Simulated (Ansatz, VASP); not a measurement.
## Tl: VASP beside Ansatz

```
Tl
1.0
     3.45600    0.00000    0.00000
    -1.72800    2.99298    0.00000
     0.00000    0.00000    5.96700
Tl
2
Direct
  0.33333 0.66667 0.25000
  0.66667 0.33333 0.75000
```

Change from the starting cell: strain +0.000 along x and y, +0.080 along z, atoms carried along.

Alike in both runs: task single point; functional PBEsol; k mesh 18 × 18 × 10; occupations gaussian, width 0.15 eV; no spin polarisation.

```csv
,VASP,Ansatz
version,VASP 6.6.1,Ansatz 0.2.0
potentials or method,"VASP PAW PBE potentials, release 64 (Tl_d), cutoff 520 eV","scalar-relativistic, plane waves, PAW"
valence electrons in the cell,26,26
```

|  | VASP | Ansatz | Ansatz less VASP |
| --- | --- | --- | --- |
| gap on the k mesh at the Fermi level (eV) | none | none | - |
| pressure (GPa) | -2.3 | -2.3 | +0.06 |
| traceless stress, the component that is largest in VASP (GPa) | -1.02 | -1.02 | +0.002 |

VASP's potentials were made for PBE, not for PBEsol. A gap of «none» marks a metal or a gap that the smearing closes.

Neither program's run includes spin-orbit coupling.
